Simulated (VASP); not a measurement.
A run of VASP 6.6.1 is set up as follows.

Contents of INCAR:

```
  ALGO = Normal
  EDIFF = 1E-6
  ENCUT = 520
  GGA = PE
  ISIF = 2
  ISMEAR = -1
  LASPH = True
  LCHARG = False
  LREAL = False
  LWAVE = False
  NBANDS = 10
  NELM = 60
  PREC = Accurate
  SIGMA = 0.06122561905347299
```

The input KPOINTS:

```
k-points
0
Gamma
  54 54 54
```

The input POSCAR:

```
F
1.0
    0.0000000000      1.6830740439      1.6830740439
    1.6830740439      0.0000000000      1.6830740439
    1.6830740439      1.6830740439      0.0000000000
F
1
Direct
    0.0000000000      0.0000000000      0.0000000000
```

Potentials or basis: VASP PAW PBE potentials, release 64 (F).

Command:

```bash
$ cat potpaw_PBE.64/F/POTCAR > POTCAR
$ mpirun -np 1 vasp_std > vasp.out
```

(1) What does it give for the pressure?

(2) Estimate the band gap on the k mesh.

## Answers

(1) 3.1 GPa.

(2) zero (an odd number of electrons rules out a gap without spin polarisation).

Caveat: the cell stands under pressure; the atoms stand far beyond bonding distance, and open shells without spin polarisation read as a metal; an odd number of electrons without spin polarisation forces a metal; a magnetic or distorted state may lie lower.
